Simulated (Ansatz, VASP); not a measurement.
Fe in VASP and in Ansatz

INCAR

```
SYSTEM = Fe
PREC = Accurate ; ENCUT = 520
EDIFF = 1E-7 ; ISMEAR = -1
SIGMA = 0.05 ; LREAL = .False.
LASPH = .True. ; NELM = 150
ALGO = Normal ; ISIF = 2
LWAVE = .False. ; LCHARG = .True.
ISPIN = 2 ; MAGMOM = 1.537 -1.537
LORBIT = 11 ; LMAXMIX = 4
GGA = PE ; LELF = .True.
LVHAR = .True. ; NBANDS = 19
```

Contents of KPOINTS:

```
regular mesh
0
Gamma
  15 15 10
  0 0 0
```

The input POSCAR:

```
Fe
1.0
    2.4532688008      0.0000000000      0.0000000000
    0.0000000000      2.4532688008      0.0000000000
    0.0000000000      0.0000000000      3.7296004001
Fe
2
Direct
    1.0000000000      1.0000000000      0.0000000000
    0.5000000000      0.5000000000      0.5000000000
```

Input for Ansatz:

```yaml
crystal:
  lattice:
    - [2.4532688008, 0.0, 0.0]
    - [0.0, 2.4532688008, 0.0]
    - [0.0, 0.0, 3.7296004001]
  atoms:
    - { symbol: Fe, position: [1.0, 1.0, 0.0], spin: 1.537 }
    - { symbol: Fe, position: [0.5, 0.5, 0.5], spin: -1.537 }
hamiltonian:
  xc: pbe
  pseudopotentials:
    kind: paw
    azcp:
      Fe: "pseudopotentials/Fe.paw.azcp"
basis:
  ecutwfc: 420
  fft_grid_basis: typed
kpoints:
  mp_grid: { grid: [15, 15, 10], shift: [0, 0, 0] }
magnetization:
  spin_polarized: true
scf:
  occupations: { method: fermi_dirac, width: 0.05 }
  lower_state_search: "off"
output:
  stress: true
```

Alike in both runs: task single point; functional PBE; k mesh 15 × 15 × 10; occupations fermi-dirac, width 0.05 eV; collinear spin.

|  | VASP | Ansatz |
| --- | --- | --- |
| version | VASP 6.6.1 | Ansatz 0.2.0 |
| potentials or method | VASP PAW PBE potentials, release 64 (Fe), cutoff 520 eV | plane waves (420 eV) with PAW, scalar-relativistic |
| valence electrons in the cell | 16 | 32 |

|  | VASP | Ansatz | Ansatz less VASP |
| --- | --- | --- | --- |
| pressure (GPa) | -7.3 | -7.1 | +0.15 |
| traceless stress, the component that is largest in VASP (GPa) | 1.77 | 1.45 | -0.320 |
| net moment per atom (μB) | 0.00 | 0.00 | 0.000 |
| size of the moment on the site where the two differ most (μB) | 1.72 | 1.67 | -0.044 |

Site moments also hang on the region over which each program counts them. VASP's potentials hold 16 valence electrons a cell and Ansatz's 32, so a difference there can come from the potentials and not from the codes.
